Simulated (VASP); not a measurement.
# ZrGe4Mo (P-3m1) in VASP: further runs

ZrGe4Mo is run at these levels: PBE; tasks: single point, relaxation of cell and atoms.

Everything below comes from runs of VASP 6.6.1. Logs are shortened: lines on timing, memory, paths and dates and some standing lists are left out, and cuts for length are marked.

### 1 The cell of the first run

It takes space group P-3m1 (No. 164, trigonal). Conventional cell: a = 3.120 Å, b = 3.120 Å, c = 12.918 Å, α = 90.00°, β = 90.00°, γ = 120.00°. Within 3.9 Å of Zr (site symmetry -3m) lie 6 Ge at 2.92 Å and 6 Zr at 3.12 Å. Ge (site symmetry 3m) has 9 Ge at 2.88 to 3.12 Å and 3 Zr at 2.92 Å within 3.8 Å. Ge (site symmetry 3m) has 3 Mo at 2.63 Å and 9 Ge at 2.88 to 3.12 Å within 3.5 Å. Mo (site symmetry -3m) has 6 Ge at 2.63 Å and 6 Mo at 3.12 Å within 3.5 Å.

The cell was built from a structure type or drawn by symmetry, and may not be a known phase.

### 2 Single point, PBE

INCAR

```
ALGO = Normal
EDIFF = 1E-6
ENCUT = 520
GGA = PE
ISIF = 2
ISMEAR = 0
LASPH = True
LCHARG = False
LREAL = False
LWAVE = False
NBANDS = 50
NELM = 80
PREC = Accurate
SIGMA = 0.1
```

KPOINTS

```
k-points
0
Gamma
  6 6 2
```

POSCAR

```
ZrGe4Mo
1.0
    3.1199765364      0.0000000000      0.0000000000
   -1.5599882682      2.7019789398      0.0000000000
    0.0000000000      0.0000000000     12.9179614831
Zr Ge Mo
1 4 1
Direct
    0.0000000000      0.0000000000      0.0000000000
    0.6666666667      0.3333333333      0.8216964340
    0.6666666667      0.3333333333      0.3519161618
    0.3333333333      0.6666666667      0.6480838382
    0.3333333333      0.6666666667      0.1783035660
    0.0000000000      0.0000000000      0.5000000000
```

Potentials or basis: VASP PAW PBE potentials, release 64 (Zr_sv, Ge_d, Mo_sv).

The run is started by

```bash
cat potpaw_PBE.64/Zr_sv/POTCAR potpaw_PBE.64/Ge_d/POTCAR potpaw_PBE.64/Mo_sv/POTCAR > POTCAR
mpirun -np 1 vasp_std > vasp.out
```

OUTCAR:

```text
EDIFF = 1E-6
   ENCUT = 520
   GGA = PE
   ISIF = 2
   ISMEAR = 0
   LASPH = True
   LREAL = False
   NELM = 80
   PREC = Accurate

 ion  position               nearest neighbor table
   1  0.000  0.000  0.000-   2 2.92   5 2.92   2 2.92   5 2.92   2 2.92   5 2.92
   2  0.667  0.333  0.822-   4 2.88   4 2.88   4 2.88   1 2.92   1 2.92   1 2.92
   3  0.667  0.333  0.352-   6 2.63   6 2.63   6 2.63   5 2.88   5 2.88   5 2.88
   4  0.333  0.667  0.648-   6 2.63   6 2.63   6 2.63   2 2.88   2 2.88   2 2.88
   5  0.333  0.667  0.178-   3 2.88   3 2.88   3 2.88   1 2.92   1 2.92   1 2.92
   6  0.000  0.000  0.500-   3 2.63   4 2.63   3 2.63   4 2.63   3 2.63   4 2.63

  LATTYP: Found a hexagonal cell.
 ALAT       =     3.1199765364
 C/A-ratio  =     4.1404034077

  Lattice vectors:

 A1 = (   3.1199765364,   0.0000000000,   0.0000000000)
 A2 = (  -1.5599882682,   2.7019789398,   0.0000000000)
 A3 = (   0.0000000000,   0.0000000000,  12.9179614831)

Analysis of symmetry for initial positions (statically):
=====================================================================
 Subroutine PRICEL returns:
 Original cell was already a primitive cell.

 Routine SETGRP: Setting up the symmetry group for a
 hexagonal supercell.

 Subroutine GETGRP returns: Found 12 space group operations
 (whereof 12 operations were pure point group operations)
 out of a pool of 24 trial point group operations.

The static configuration has the point symmetry D_3d.

Analysis of symmetry for dynamics (positions and initial velocities):
=====================================================================
 Subroutine PRICEL returns:
 Original cell was already a primitive cell.

 Routine SETGRP: Setting up the symmetry group for a
 hexagonal supercell.

 Subroutine GETGRP returns: Found 12 space group operations
 (whereof 12 operations were pure point group operations)
 out of a pool of 24 trial point group operations.

The dynamic configuration has the point symmetry D_3d.

 Subroutine INISYM returns: Found 12 space group operations
 (whereof 12 operations are pure point group operations),
 and found     1 'primitive' translations

----------------------------------------------------------------------------------------

                                     Primitive cell

  volume of cell :     108.8998

  direct lattice vectors                    reciprocal lattice vectors
     3.119976536  0.000000000  0.000000000     0.320515231  0.185049555  0.000000000
    -1.559988268  2.701978940  0.000000000     0.000000000  0.370099110  0.000000000
     0.000000000  0.000000000 12.917961483     0.000000000  0.000000000  0.077411595

  length of vectors
     3.119976536  3.119976536 12.917961483     0.370099110  0.370099110  0.077411595

  position of ions in fractional coordinates (direct lattice)
     0.000000000  0.000000000  0.000000000
     0.666666667  0.333333333  0.821696434
     0.666666667  0.333333333  0.351916162
     0.333333333  0.666666667  0.648083838
     0.333333333  0.666666667  0.178303566
     0.000000000  0.000000000  0.500000000

  ion indices of the primitive-cell ions
   primitive index   ion index
                 1           1
                 2           2
                 3           3
                 4           4
                 5           5
                 6           6

----------------------------------------------------------------------------------------

 KPOINTS: k-points

Automatic generation of k-mesh.
 Grid dimensions read from file:
 generate k-points for:    6    6    2

 Generating k-lattice:

  Cartesian coordinates                     Fractional coordinates (reciprocal lattice)
     0.053419205  0.030841592  0.000000000     0.166666667  0.000000000  0.000000000
     0.000000000  0.061683185  0.000000000     0.000000000  0.166666667  0.000000000
     0.000000000  0.000000000  0.038705797     0.000000000  0.000000000  0.500000000

  Length of vectors
     0.061683185  0.061683185  0.038705797

  Shift w.r.t. Gamma in fractional coordinates (k-lattice)
     0.000000000  0.000000000  0.000000000

 Subroutine IBZKPT returns following result:
 ===========================================

 Found     14 irreducible k-points:

 Following reciprocal coordinates:
            Coordinates               Weight
  0.000000  0.000000  0.000000      1.000000
  0.166667  0.000000  0.000000      6.000000
  0.333333  0.000000  0.000000      6.000000
  0.500000  0.000000  0.000000      3.000000
  0.166667  0.166667  0.000000      6.000000
  0.333333  0.166667  0.000000     12.000000
  0.333333  0.333333  0.000000      2.000000
  0.000000  0.000000  0.500000      1.000000
  0.166667  0.000000  0.500000      6.000000
  0.333333  0.000000  0.500000      6.000000
  0.500000  0.000000  0.500000      3.000000
  0.166667  0.166667  0.500000      6.000000
  0.333333  0.166667  0.500000     12.000000
  0.333333  0.333333  0.500000      2.000000
   k-points           NKPTS =     14   k-points in BZ     NKDIM =     14   number of bands    NBANDS=     50
   number of dos      NEDOS =    301   number of ions     NIONS =      6
   total plane-waves  NPLWV =  55296
   dimension x,y,z NGX =    24 NGY =   24 NGZ =   96
   dimension x,y,z NGXF=    48 NGYF=   48 NGZF=  192
   ions per type =               1   4   1
   NGX,Y,Z   is equivalent  to a cutoff of  12.79, 12.79, 12.35 a.u.
   NGXF,Y,Z  is equivalent  to a cutoff of  25.58, 25.58, 24.71 a.u.
 SYSTEM =  unknown system
   PREC   = accura    normal or accurate (medium, high low for compatibility)
   ISTART =      0    job   : 0-new  1-cont  2-samecut
   ICHARG =      2    charge: 1-file 2-atom 10-const
   ISPIN  =      1    spin polarized calculation?
   LNONCOLLINEAR =      F non collinear calculations
   LSORBIT =      F    spin-orbit coupling
   LASPH  =      T    aspherical Exc in radial PAW
   ENCUT  =  520.0 eV  38.22 Ry    6.18 a.u.   5.80  5.80 24.02*2*pi/ulx,y,z
   NELM   =     80;   NELMIN=  2; NELMDL= -5     # of ELM steps
   EDIFF  = 0.1E-05   stopping-criterion for ELM
   LREAL  =      F    real-space projection
   EDIFFG = 0.1E-04   stopping-criterion for IOM
   NSW    =      0    number of steps for IOM
   IBRION =     -1    ionic relax: 0-MD 1-quasi-New 2-CG
   NFREE  =      0    steps in history (QN), initial steepest desc. (CG)
   ISIF   =      2    stress and relaxation
   ISYM   =      2    0-nonsym 1-usesym 2-fastsym
   POTIM  = 0.5000    time-step for ionic-motion
   TEBEG  =    0.0;   TEEND  =   0.0 temperature during run
   PSTRESS=    0.0 pullay stress
   NELECT =      82.0000    total number of electrons
   NUPDOWN=      -1.0000    fix difference up-down
   EMIN   =  10.00;   EMAX   =-10.00  energy-range for DOS
   EFERMI =   0.00;   METHOD = LEGACY
   ISMEAR =     0;   SIGMA  =   0.10  broadening in eV -4-tet -1-fermi 0-gaus
   EFERMI_NEDOS =   21; number of points for ismear=-14 and -15
   IALGO  =     38    algorithm
   IMIX   =      4    mixing-type and parameters
     AMIX     =   0.40;   BMIX     =  1.00
     AMIX_MAG =   1.60;   BMIX_MAG =  1.00
  volume/ion in A,a.u.               =      18.15       122.48
  Fermi-wavevector in a.u.,A,eV,Ry     =   1.489374  2.814508 30.180907  2.218234
  Thomas-Fermi vector in A             =   2.602290
   LORBIT       =      0    0 simple, 1 ext, 2 COOP (PROOUT), +10 PAW based schemes
   GGA     = PE    functional components
   LHFCALC =     F    Hartree Fock is set to
   AEXX    =    0.0000 exact exchange contribution
   IVDW    =     0    specifies the selected vdW correction
   LEPSILON=     F    determine dielectric tensor
   LRPA    =     F    only Hartree local field effects (RPA)
 non-spin polarized calculation
 Gauss-broadening in eV      SIGMA  =   0.10
  energy-cutoff  :      520.00
  volume of cell :      108.90
 maximum number of plane-waves:      2956
 NGX is ok and might be reduce to    24
   NGX = 11   NGY = 11   NGZ = 49

 number of electron      81.9999994 magnetization

 Free energy of the ion-electron system (eV)
  ---------------------------------------------------
  ext. energy  EPLUGINS =         0.00000000
  ---------------------------------------------------
  free energy    TOTEN  =       -37.43578402 eV

  energy without entropy =      -37.41480385  energy(sigma->0) =      -37.42529393

 E-fermi :   8.2260     XC(G=0): -11.7825

 val. band max:        8.1931784825   @ k =   0.3333   0.1667   0.5000
 cond. band min:       8.2353231909   @ k =   0.1667   0.1667   0.5000
 fundamental gap:      0.0421447084
 Fermi energy:         8.2260211350

 k-point     1 :       0.0000    0.0000    0.0000
  band No.  band energies     occupation
      1     -52.3579      2.00000
      2     -40.4153      2.00000
      3     -26.5104      2.00000
      4     -26.2584      2.00000
      5     -26.2584      2.00000
      6     -18.6048      2.00000
[... 42 lines left out ...]
     49      14.9692      0.00000
     50      14.9717      0.00000

 k-point     2 :       0.1667    0.0000    0.0000
  band No.  band energies     occupation
      1     -52.3464      2.00000
      2     -40.3833      2.00000
      3     -26.4935      2.00000
      4     -26.3633      2.00000
      5     -26.2832      2.00000
      6     -18.5638      2.00000
[... 42 lines left out ...]
     49      13.1496      0.00000
     50      13.6724      0.00000

 k-point     3 :       0.3333    0.0000    0.0000
  band No.  band energies     occupation
      1     -52.3234      2.00000
      2     -40.3185      2.00000
      3     -26.5685      2.00000
      4     -26.4596      2.00000
      5     -26.3323      2.00000
      6     -18.6751      2.00000
[... 42 lines left out ...]
     49      12.3553      0.00000
     50      12.6242      0.00000

 k-point     4 :       0.5000    0.0000    0.0000
  band No.  band energies     occupation
      1     -52.3119      2.00000
      2     -40.2857      2.00000
      3     -26.6690      2.00000
      4     -26.4425      2.00000
      5     -26.3567      2.00000
      6     -18.9006      2.00000
[... 469 lines left out ...]
 k-point    13 :       0.3333    0.1667    0.5000
  band No.  band energies     occupation
      1     -52.3119      2.00000
      2     -40.2857      2.00000
      3     -26.6171      2.00000
      4     -26.4426      2.00000
      5     -26.4107      2.00000
      6     -18.7831      2.00000
[... 42 lines left out ...]
     49      11.7783      0.00000
     50      11.9241      0.00000

 k-point    14 :       0.3333    0.3333    0.5000
  band No.  band energies     occupation
      1     -52.3061      2.00000
      2     -40.2693      2.00000
      3     -26.5462      2.00000
      4     -26.5462      2.00000
      5     -26.4341      2.00000
      6     -18.6194      2.00000
[... 42 lines left out ...]
     49      10.9724      0.00000
     50      12.1677      0.00000

------------------------ aborting loop because EDIFF is reached ----------------------------------------

  FORCE on cell =-STRESS in cart. coord.  units (eV):
  Direction    XX          YY          ZZ          XY          YZ          ZX
  --------------------------------------------------------------------------------------
  -------------------------------------------------------------------------------------
  Total        0.2586536      0.2586536     -0.0585934      0.0000000     -0.0000000      0.0000000
  in kB        3.8054138      3.8054138     -0.8620491      0.0000000     -0.0000000      0.0000000
  external PRESSURE =       2.2495928 kB  Pullay stress =       0.0000000 kB

 VOLUME and BASIS-vectors are now :
 -----------------------------------------------------------------------------
  energy-cutoff  :      520.00
  volume of cell :      108.90
      direct lattice vectors                 reciprocal lattice vectors
     3.119976536  0.000000000  0.000000000     0.320515231  0.185049555  0.000000000
    -1.559988268  2.701978940  0.000000000     0.000000000  0.370099110  0.000000000
     0.000000000  0.000000000 12.917961483     0.000000000  0.000000000  0.077411595

 POSITION                                       TOTAL-FORCE (eV/Angst)
 -----------------------------------------------------------------------------------
      0.00000      0.00000      0.00000        -0.000000      0.000000      0.000000
      1.55999      0.90066     10.61464        -0.000000     -0.000000     -0.031613
      1.55999      0.90066      4.54604        -0.000000     -0.000000     -0.042795
     -0.00000      1.80132      8.37192        -0.000000      0.000000      0.042795
     -0.00000      1.80132      2.30332         0.000000      0.000000      0.031613
      0.00000      0.00000      6.45898        -0.000000      0.000000      0.000000
 -----------------------------------------------------------------------------------
    total drift:                               -0.000000      0.000000      0.000000

  FREE ENERGIE OF THE ION-ELECTRON SYSTEM (eV)
  ---------------------------------------------------
  free  energy   TOTEN  =       -37.4357840160 eV

  energy  without entropy=      -37.4148038528  energy(sigma->0) =      -37.42529393
```

It took 78 s on 1 thread of Intel Xeon Platinum 8488C (Sapphire Rapids), shared host; peak memory 0.26 GiB.

Results:

```yaml
Free_energy: -37.4358 eV
Pressure: 0.2 GPa
Largest_force: 0.043 eV/Å
Band_gap_on_the_k_mesh: zero (bands 41 and 42 overlap by 2.17 eV)
```

Forces in eV/Å, atoms in the order of the input:
```
Zr   0.000  0.000  0.000
Ge   0.000  0.000 -0.032
Ge   0.000  0.000 -0.043
Ge   0.000  0.000  0.043
Ge   0.000  0.000  0.032
Mo   0.000  0.000  0.000
```

Stress tensor (GPa, compression positive):
```
 0.38  0.00  0.00
 0.00  0.38  0.00
 0.00  0.00 -0.09
```

Levels at points of the mesh, in eV from the Fermi level:
| k point | band 37 | band 38 | band 39 | band 40 | band 41 | band 42 | band 43 | band 44 | band 45 | band 46 |
| --- | --- | --- | --- | --- | --- | --- | --- | --- | --- | --- |
| (0.00, 0.00, 0.00) | -0.78 | -0.78 | 0.78 | 0.78 | 1.12 | 1.12 | 2.54 | 3.33 | 3.33 | 3.66 |
| (0.50, 0.00, 0.00) | -2.66 | -2.30 | -1.61 | -0.70 | -0.40 | 0.64 | 1.35 | 2.29 | 2.42 | 2.62 |
| (0.00, 0.00, 0.50) | -0.78 | -0.78 | 0.78 | 0.78 | 1.12 | 1.12 | 2.93 | 3.16 | 3.33 | 3.33 |
| (0.50, 0.00, 0.50) | -2.25 | -1.69 | -1.38 | -1.24 | -0.69 | 1.25 | 1.26 | 1.61 | 2.65 | 3.12 |

Caveat: the k points lie up to 0.39 Å⁻¹ apart, too coarse for converged energies and pressures of a metal.

### 3 Single point, PBE

This run uses another cell than the first one, of 18.85 Å³/atom.

INCAR

```
ALGO = Normal
EDIFF = 1E-6
ENCUT = 520
GGA = PE
ISIF = 2
ISMEAR = 0
LASPH = T
LCHARG = T
LELF = T
LREAL = F
LVHAR = T
LWAVE = F
NBANDS = 50
NELM = 80
PREC = Accurate
SIGMA = 0.1
```

KPOINTS is that of step 2.

POSCAR

```
ZrGe4Mo
1.0
    3.2560355800      0.0000000000      0.0000000000
   -1.6280177900      2.8198095300      0.0000000000
    0.0000000000      0.0000000000     12.3161288200
Zr Ge Mo
1 4 1
Direct
    0.0000000000      0.0000000000      0.0000000000
    0.6666666700      0.3333333300      0.8719140300
    0.6666666700      0.3333333300      0.3771010000
    0.3333333300      0.6666666700      0.6228990000
    0.3333333300      0.6666666700      0.1280859700
    0.0000000000      0.0000000000      0.5000000000
```

Potentials or basis: VASP PAW PBE potentials, release 64 (Zr_sv, Ge_d, Mo_sv).

The run is started by

```bash
cat potpaw_PBE.64/Zr_sv/POTCAR potpaw_PBE.64/Ge_d/POTCAR potpaw_PBE.64/Mo_sv/POTCAR > POTCAR
mpirun -np 1 vasp_std > vasp.out
```

It took 100 s on 1 thread of Intel Xeon Platinum 8488C (Sapphire Rapids), shared host; peak memory 0.26 GiB.

It converged, with:

| Quantity | Value |
| --- | --- |
| Free energy | -32.5832 eV |
| Pressure | 26.4 GPa |
| Largest force | 4.947 eV/Å |
| Band gap on the k mesh | zero (bands 41 and 42 overlap by 0.59 eV) |

Forces on the atoms (eV/Å):
```
Zr   0.000  0.000  0.000
Ge   0.000  0.000 -4.947
Ge   0.000  0.000 -3.403
Ge   0.000  0.000  3.403
Ge   0.000  0.000  4.947
Mo   0.000  0.000  0.000
```

Stress tensor (GPa, compression positive):
```
24.12  0.00  0.00
 0.00 24.12  0.00
 0.00  0.00 31.11
```

Levels at points of the mesh, in eV from the Fermi level:
| k point | band 37 | band 38 | band 39 | band 40 | band 41 | band 42 | band 43 | band 44 | band 45 | band 46 |
| --- | --- | --- | --- | --- | --- | --- | --- | --- | --- | --- |
| (0.00, 0.00, 0.00) | -0.79 | -0.38 | -0.38 | 0.07 | 0.07 | 0.58 | 2.44 | 2.44 | 3.15 | 3.75 |
| (0.50, 0.00, 0.00) | -2.05 | -1.93 | -1.82 | -0.44 | -0.21 | -0.13 | 1.64 | 1.80 | 2.05 | 2.50 |
| (0.00, 0.00, 0.50) | -0.38 | -0.38 | -0.28 | 0.07 | 0.07 | 0.25 | 2.44 | 2.44 | 2.99 | 3.91 |
| (0.50, 0.00, 0.50) | -2.10 | -1.82 | -1.74 | -0.45 | -0.22 | -0.12 | 1.61 | 1.80 | 2.06 | 2.64 |

Caveat: the k points lie up to 0.37 Å⁻¹ apart, too coarse for converged energies and pressures of a metal; forces of over 1 eV/Å act on the atoms, so gaps and moduli don't describe the material at rest.

(Part 1 of 2 ends here.)
